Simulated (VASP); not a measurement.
# Al48CN48 (a cell with a defect) in VASP: a series of runs

The runs below take Al48CN48 (a cell with a defect) through single point, with PBE.

Program: VASP 6.6.1. These are calculated values, not measurements. Logs are shortened: lines on timing, memory, paths and dates and some standing lists are left out, and cuts for length are marked.

## Step 1: The cell of the first run

The cell holds a defect, 97 atoms: a = 10.842 Å, b = 10.842 Å, c = 10.035 Å, α = 90.00°, β = 90.00°, γ = 120.00°.

## Step 2: Single point, PBE

The input, INCAR:

```
  ALGO = Normal
  EDIFF = 1E-6
  ENCUT = 520
  GGA = PE
  GGA_COMPAT = False
  ISIF = 2
  ISMEAR = -1
  ISYM = -1
  LASPH = True
  LCHARG = False
  LREAL = Auto
  LWAVE = False
  NBANDS = 248
  NELM = 120
  PREC = Accurate
  SIGMA = 0.01
```

The input, KPOINTS:

```
explicit points
1
Reciprocal
  0.25000000   0.25000000   0.25000000 1
```

The input, POSCAR:

```
Al48CN48
1.0
    9.3892708200      5.4208981500      0.0000000000
   -9.3892709200      5.4208979800      0.0000000000
    0.0000000000      0.0000000000     10.0348065900
Al N C
48 48 1
Direct
   -0.0000584819      0.1672282024      0.2486320965
    0.1691810868      0.0011786902      0.2473836419
    0.3338358569      0.3346478439      0.2473392963
    0.0030424293      0.3344619853      0.4993484384
    0.1710144185      0.1695212230      0.4985098572
    0.3227310336     -0.0184858788      0.5045646824
    0.0015222882      0.1686452750      0.7499147026
    0.1663969006      0.0017322498      0.7493210689
    0.3315041648      0.3358544458      0.7502990648
    0.0000207304      0.3341034325      0.9999862887
    0.1665848079      0.1674439782      0.9998365101
    0.3325561752     -0.0004497696      0.9950956115
   -0.0000119528      0.6665288312      0.2490201458
    0.1659875709      0.5006779862      0.2484320926
    0.3343787681      0.8352549284      0.2489263722
    0.0016372109      0.8343659783      0.4984613261
    0.1634088121      0.6621595696      0.4996371335
    0.3330547015      0.5048263950      0.4986454851
    0.0008871939      0.6682384774      0.7499384201
    0.1670558558      0.5013405953      0.7504271191
    0.3339436363      0.8329680021      0.7497740921
    0.0007814741      0.8339497857      1.0000938145
    0.1669020456      0.6672342890      0.9996148815
    0.3332726547      0.5009487160      1.0002508678
    0.5089947022      0.1694607727      0.2265950001
    0.6674245739     -0.0004002359      0.2479573450
    0.8298914337      0.3321352051      0.2491232868
    0.5094790736      0.3685586484      0.5108600703
    0.6810928663      0.1619700175      0.5027882655
    0.8405445472      0.0030132681      0.4997320033
    0.5009255779      0.1695406305      0.7471935740
    0.6675301540     -0.0007513473      0.7483733675
    0.8354519242      0.3363983636      0.7480201968
    0.4991368289      0.3360673996      0.9924731394
    0.6701289476      0.1667023123      0.9924894826
    0.8340958206      0.0003452397      0.9995002804
    0.5010287951      0.6669549851      0.2491614539
    0.6632145172      0.4943746701      0.2527634167
    0.8341813573      0.8330761508      0.2487173995
    0.4998798564      0.8339009935      0.4981943553
    0.6729320098      0.6810143128      0.5009203670
    0.8330497989      0.5030175621      0.4993492356
    0.5007417168      0.6686774344      0.7503508844
    0.6707854541      0.5062855606      0.7514817483
    0.8356446673      0.8361829324      0.7511908608
    0.5005933652      0.8336971788      0.9994875248
    0.6673150394      0.6672584784      1.0013838244
    0.8335257578      0.5005162930      1.0000724887
    0.0039334886      0.1694809536      0.4396008992
    0.1707293254      0.0017022486      0.4395267572
    0.3351760370      0.3394214110      0.4398730519
   -0.0008258729      0.3338629466      0.1904592762
    0.1664842126      0.1671081144      0.1905606235
    0.3329437268      0.0001425903      0.1834542583
    0.0002249881      0.1676034793      0.9402032730
    0.1661459934      0.0010727912      0.9387349836
    0.3305690990      0.3341962142      0.9382327318
    0.0012392827      0.3346537753      0.6896212635
    0.1678228318      0.1684280953      0.6889400347
    0.3334249537      0.0007919878      0.6913640973
    0.0009535157      0.6674586207      0.4398706602
    0.1655813218      0.4993243792      0.4390615764
    0.3279692764      0.8224729505      0.4397944256
    0.0013154738      0.8338373028      0.1903584272
    0.1668357098      0.6674670180      0.1893840188
    0.3328046130      0.5013411245      0.1904274869
    0.0004666858      0.6674979232      0.9403074105
    0.1667643609      0.5006516254      0.9404386537
    0.3339231331      0.8329912723      0.9388793810
    0.0011125318      0.8347720424      0.6894664026
    0.1664829454      0.6671198983      0.6904036404
    0.3338974636      0.5028649990      0.6894079062
    0.4928715287      0.1045586255      0.4182120465
    0.6728680468     -0.0033050152      0.4398532209
    0.8351260106      0.3342955283      0.4413523031
    0.4953026381      0.3356314493      0.1786054354
    0.6737613487      0.1647867853      0.1794189040
    0.8343113782     -0.0004443925      0.1894194953
    0.5012863278      0.1676423125      0.9376286345
    0.6674185921     -0.0014879843      0.9369522886
    0.8351704049      0.3354699358      0.9371239909
    0.5012177522      0.3396960469      0.6961289126
    0.6673822863      0.1674967141      0.6889169151
    0.8358635008      0.0023857846      0.6900880389
    0.5014885455      0.6692990137      0.4401785884
    0.6773805758      0.5225266921      0.4428382311
    0.8401376121      0.8404134499      0.4391355190
    0.5004248494      0.8335417630      0.1899731682
    0.6670454695      0.6657822120      0.1910524117
    0.8325294193      0.4996116550      0.1906365591
    0.5003823492      0.6669751510      0.9406487226
    0.6689201276      0.5027204216      0.9395723690
    0.8344397313      0.8340137042      0.9410509226
    0.5004251754      0.8346938292      0.6888308148
    0.6684974934      0.6718158483      0.6915263326
    0.8342256646      0.5020750525      0.6897298855
    0.5495076648      0.2453076817      0.4086072774
```

Potentials or basis: VASP PAW PBE potentials, release 64 (Al, N, C).

On the command line:

```sh
cat potpaw_PBE.64/Al/POTCAR potpaw_PBE.64/N/POTCAR potpaw_PBE.64/C/POTCAR > POTCAR
mpirun -np 1 vasp_std > vasp.out
```

OUTCAR:

```text
EDIFF = 1E-6
   ENCUT = 520
   GGA = PE
   ISIF = 2
   ISMEAR = -1
   ISYM = -1
   LASPH = True
   LREAL = Auto
   NELM = 120
   PREC = Accurate

 ion  position               nearest neighbor table
   1  1.000  0.167  0.249-  53 1.90  78 1.90  52 1.90  49 1.92  30 3.07  11 3.08  10 3.08  36 3.08
                             4 3.09   5 3.11  26 3.12  14 3.13   3 3.14  39 3.14  27 3.15   2 3.15
   2  0.169  0.001  0.247-  54 1.89  53 1.90  64 1.91  50 1.93  22 3.08  11 3.08  12 3.09  16 3.10
                             5 3.11  15 3.11   3 3.13   6 3.14  13 3.14  39 3.15   1 3.15  25 3.20
   3  0.334  0.335  0.247-  76 1.88  66 1.90  53 1.90  51 1.93  24 3.07  11 3.07   5 3.08  38 3.09
                            34 3.12  37 3.12  18 3.13   2 3.13  14 3.13   1 3.14  28 3.17  25 3.20
   4  0.003  0.334  0.499-  62 1.88  49 1.89  58 1.91  75 1.91  29 3.03  17 3.08  14 3.09   7 3.09
                             1 3.09  20 3.09  33 3.09  18 3.10  30 3.11   5 3.13  27 3.13  42 3.18
   5  0.171  0.170  0.499-  51 1.90  49 1.91  59 1.91  50 1.91   3 3.08   9 3.09   8 3.09  30 3.10
                             2 3.11   1 3.11   7 3.12   4 3.13  16 3.15  18 3.15   6 3.20  28 3.20
   6  0.323  0.982  0.505-  73 1.86  63 1.87  60 1.88  50 1.88  21 2.98  17 3.00  16 3.02  15 3.05
                             8 3.05  40 3.05   2 3.14  31 3.14   5 3.20
   7  0.002  0.169  0.750-  84 1.90  58 1.90  59 1.91  55 1.91  30 3.07  11 3.08   4 3.09  10 3.09
                            36 3.10   9 3.10   8 3.12   5 3.12  45 3.12  20 3.12  33 3.13  32 3.14
   8  0.166  0.002  0.749-  70 1.90  59 1.90  56 1.90  60 1.91   6 3.05  12 3.06  11 3.09   5 3.09
                            16 3.10  22 3.10  45 3.11   7 3.12  19 3.13   9 3.14  31 3.14  21 3.16
   9  0.332  0.336  0.750-  57 1.89  59 1.90  72 1.90  82 1.90  28 2.99  34 3.03  24 3.08   5 3.09
                            11 3.09  20 3.10   7 3.10  18 3.11  43 3.13   8 3.14  31 3.15  44 3.19
  10  0.000  0.334  1.000-  81 1.90  68 1.90  55 1.90  52 1.91  14 3.08   1 3.08   7 3.09  20 3.09
                            35 3.10  27 3.10  33 3.10  48 3.13  23 3.13  11 3.13  24 3.13  36 3.13
  11  0.167  0.167  1.000-  57 1.90  55 1.90  56 1.90  53 1.91   3 3.07   2 3.08   1 3.08   7 3.08
                             9 3.09   8 3.09  36 3.12  34 3.12  10 3.13  22 3.13  24 3.13  12 3.14
  12  0.333  1.000  0.995-  54 1.89  56 1.90  69 1.90  79 1.91  25 2.99  21 3.06   8 3.06  31 3.09
                             2 3.09  15 3.11  22 3.12  23 3.12  11 3.14  46 3.14  34 3.16  35 3.17
  13  1.000  0.667  0.249-  64 1.90  65 1.90  90 1.90  61 1.92  48 3.08  22 3.09  42 3.09  23 3.09
                            16 3.09  17 3.09  14 3.12  39 3.12  15 3.14  27 3.14   2 3.14  38 3.16
  14  0.166  0.501  0.248-  66 1.90  65 1.90  52 1.90  62 1.91  10 3.08  17 3.08  23 3.08  24 3.08
                            18 3.08   4 3.09  13 3.12   1 3.13   3 3.13  15 3.14  37 3.15  27 3.16
  15  0.334  0.835  0.249-  88 1.90  54 1.91  65 1.91  63 1.92   6 3.05  40 3.08  46 3.09  23 3.09
[... 5 lines left out ...]
  18  0.333  0.505  0.499-  62 1.88  85 1.90  51 1.90  72 1.91  28 2.95  17 3.07  37 3.08  14 3.08
                            40 3.09  20 3.09   4 3.10  43 3.10   9 3.11   3 3.13   5 3.15  41 3.19
  19  0.001  0.668  0.750-  71 1.90  96 1.90  70 1.90  67 1.91  22 3.09  17 3.09  23 3.09  42 3.10
                            16 3.10  48 3.10  44 3.10  33 3.12  21 3.13  20 3.13  45 3.13   8 3.13
  20  0.167  0.501  0.750-  71 1.90  72 1.90  58 1.90  68 1.91  17 3.07  23 3.08  24 3.09  10 3.09
                            18 3.09   4 3.09   9 3.10  33 3.11  21 3.11   7 3.12  19 3.13  43 3.13
  21  0.334  0.833  0.750-  94 1.90  69 1.90  71 1.90  60 1.91   6 2.98  12 3.06  46 3.09  23 3.09
[... 375 lines left out ...]
   GGA     = PE    functional components
   LHFCALC =     F    Hartree Fock is set to
   AEXX    =    0.0000 exact exchange contribution
   IVDW    =     0    specifies the selected vdW correction
   LEPSILON=     F    determine dielectric tensor
   LRPA    =     F    only Hartree local field effects (RPA)
 non-spin polarized calculation
  energy-cutoff  :      520.00
  volume of cell :     1021.51
 maximum number of plane-waves:     27493
 NGX is ok and might be reduce to    80
   NGX = 41   NGY = 41   NGZ = 37

 number of electron     387.9999956 magnetization

 Free energy of the ion-electron system (eV)
  ---------------------------------------------------
  ext. energy  EPLUGINS =         0.00000000
  ---------------------------------------------------
  free energy    TOTEN  =      -717.11443982 eV

  energy without entropy =     -717.11443982  energy(sigma->0) =     -717.11443982

 E-fermi :   8.5157     XC(G=0): -10.8690

 val. band max:        8.2929850791   @ k =   0.2500   0.2500   0.2500
 cond. band min:       8.7378721659   @ k =   0.2500   0.2500   0.2500
 fundamental gap:      0.4448870867
 Fermi energy:         8.5157364475

 k-point     1 :       0.2500    0.2500    0.2500
  band No.  band energies     occupation
      1     -10.8632      2.00000
      2      -8.8030      2.00000
      3      -8.5965      2.00000
      4      -8.5308      2.00000
      5      -8.3517      2.00000
      6      -8.1700      2.00000
[... 198 lines left out ...]
    205      11.7334      0.00000
    206      11.7523      0.00000
 [bands above 206 left out]

------------------------ aborting loop because EDIFF is reached ----------------------------------------

  FORCE on cell =-STRESS in cart. coord.  units (eV):
  Direction    XX          YY          ZZ          XY          YZ          ZX
  --------------------------------------------------------------------------------------
  -------------------------------------------------------------------------------------
  Total       14.6491680     10.1100906     15.5166149     -4.5295782      1.3947648     -0.9250787
  in kB       22.9763707     15.8570910     24.3369110     -7.1043808      2.1876077     -1.4509323
  external PRESSURE =      21.0567909 kB  Pullay stress =       0.0000000 kB

 VOLUME and BASIS-vectors are now :
 -----------------------------------------------------------------------------
  energy-cutoff  :      520.00
  volume of cell :     1021.51
      direct lattice vectors                 reciprocal lattice vectors
     9.389270820  5.420898150  0.000000000     0.053252270  0.092235640  0.000000000
    -9.389270920  5.420897980  0.000000000    -0.053252272  0.092235639  0.000000000
     0.000000000  0.000000000 10.034806590     0.000000000  0.000000000  0.099653141

 POSITION                                       TOTAL-FORCE (eV/Angst)
 -----------------------------------------------------------------------------------
      7.81857      6.32711      2.49498         0.000342      0.011734     -0.000808
      1.57742      0.92350      2.48245         0.002591      0.011673     -0.001754
     -0.00762      3.62378      2.48200         0.005470      0.023546     -0.012677
     -3.11179      1.82958      5.01087         0.012431     -0.006608     -0.000319
      0.01402      1.84601      5.00245         0.013643      0.007100     -0.006214
     -6.18549      7.07018      5.06321         0.044706     -0.049735      0.026361
[... 89 lines left out ...]
      3.11865      7.24395      6.92131        -0.006935     -0.007856     -0.014473
      2.85622      4.30861      4.10029         0.010282     -0.024688      0.139572
 -----------------------------------------------------------------------------------
    total drift:                               -0.008108      0.019122      0.031310

  FREE ENERGIE OF THE ION-ELECTRON SYSTEM (eV)
  ---------------------------------------------------
  free  energy   TOTEN  =      -717.1144398221 eV

  energy  without entropy=     -717.1144398219  energy(sigma->0) =     -717.11443982
```

Wall time 7.3 min (1 thread of Intel Xeon 6975P-C (Granite Rapids), shared host); peak memory 1.1 GiB.

What came out:

| Item | Value |
| --- | --- |
| Free energy | -717.1144 eV |
| Pressure | 2.1 GPa |
| Largest force | 0.290 eV/Å |

Forces on the atoms (eV/Å):
```
Al   0.000  0.012 -0.001
Al   0.003  0.012 -0.002
Al   0.005  0.024 -0.013
Al   0.012 -0.007  0.000
Al   0.014  0.007 -0.006
Al   0.045 -0.050  0.026
Al   0.002  0.002  0.000
Al  -0.006  0.000  0.008
Al  -0.012  0.000  0.004
Al  -0.003  0.005 -0.003
Al  -0.006  0.003  0.004
Al  -0.010  0.014  0.009
Al  -0.006  0.002  0.001
Al  -0.007  0.012 -0.007
Al  -0.016  0.019  0.004
Al   0.008 -0.005 -0.004
Al   0.008 -0.028 -0.001
Al   0.010  0.000 -0.011
Al  -0.003 -0.006 -0.002
Al  -0.004  0.000 -0.001
Al   0.002 -0.005  0.013
Al  -0.006  0.006  0.000
Al  -0.009  0.005  0.004
Al  -0.010  0.006 -0.002
Al  -0.044  0.052  0.033
Al  -0.020  0.009  0.000
Al   0.011  0.015 -0.008
Al   0.034 -0.020  0.026
Al   0.036  0.006  0.028
Al   0.019 -0.008 -0.003
Al  -0.007  0.002  0.002
Al   0.002 -0.003  0.006
Al  -0.003  0.003  0.002
Al  -0.020  0.009 -0.020
Al  -0.014  0.004  0.007
Al  -0.009  0.006  0.001
Al  -0.016  0.009 -0.005
Al  -0.042  0.022 -0.046
Al  -0.008  0.015 -0.006
Al   0.002 -0.007 -0.006
Al   0.019 -0.021 -0.022
Al  -0.004 -0.021 -0.017
Al  -0.001  0.000 -0.010
Al  -0.002  0.006  0.008
Al   0.001 -0.001 -0.008
Al  -0.008  0.006  0.003
Al  -0.013  0.013 -0.011
Al  -0.003  0.004  0.004
N    0.013 -0.003 -0.002
N    0.018 -0.001  0.004
N    0.025  0.009 -0.009
N    0.004  0.013 -0.007
N    0.002  0.016  0.002
N   -0.017  0.038  0.006
N   -0.005  0.003 -0.003
N   -0.006  0.006  0.002
N   -0.017 -0.001 -0.004
N   -0.002 -0.002 -0.003
N    0.000  0.001 -0.005
N   -0.002 -0.006  0.014
N    0.002 -0.015 -0.001
N    0.013 -0.014 -0.006
N    0.025 -0.046  0.001
N   -0.004  0.008 -0.003
N   -0.011  0.009 -0.002
N   -0.008  0.012 -0.005
N   -0.007  0.002 -0.004
N   -0.008  0.006 -0.004
N   -0.010  0.006  0.007
N    0.000  0.001 -0.003
N   -0.003 -0.006 -0.001
N   -0.004 -0.001 -0.011
N    0.186 -0.220  0.036
N    0.021 -0.003  0.000
N    0.007 -0.005 -0.010
N   -0.017  0.053 -0.026
N   -0.024  0.014  0.007
N   -0.011  0.012 -0.001
N   -0.012  0.010 -0.005
N   -0.010  0.006  0.005
N   -0.007  0.005 -0.001
N   -0.017  0.004  0.033
N    0.002  0.002  0.012
N    0.000 -0.001 -0.004
N    0.006 -0.001 -0.008
N    0.011 -0.051 -0.048
N    0.013 -0.011 -0.005
N   -0.013  0.010 -0.001
N   -0.024  0.022 -0.015
N   -0.004 -0.001  0.002
N   -0.007  0.005 -0.011
N   -0.010  0.017 -0.002
N   -0.008  0.008 -0.009
N   -0.004  0.000  0.000
N    0.004 -0.002 -0.022
N   -0.007 -0.008 -0.014
C    0.010 -0.025  0.140
```

Levels at points of the mesh, in eV from the Fermi level:
```tsv
k point	band 192	band 193	band 194	band 195	band 196	band 197
(0.25, 0.25, 0.25)	-2.75	-2.61	-0.22	0.22	2.52	2.73
```

(Continued in part 2 of 2.)
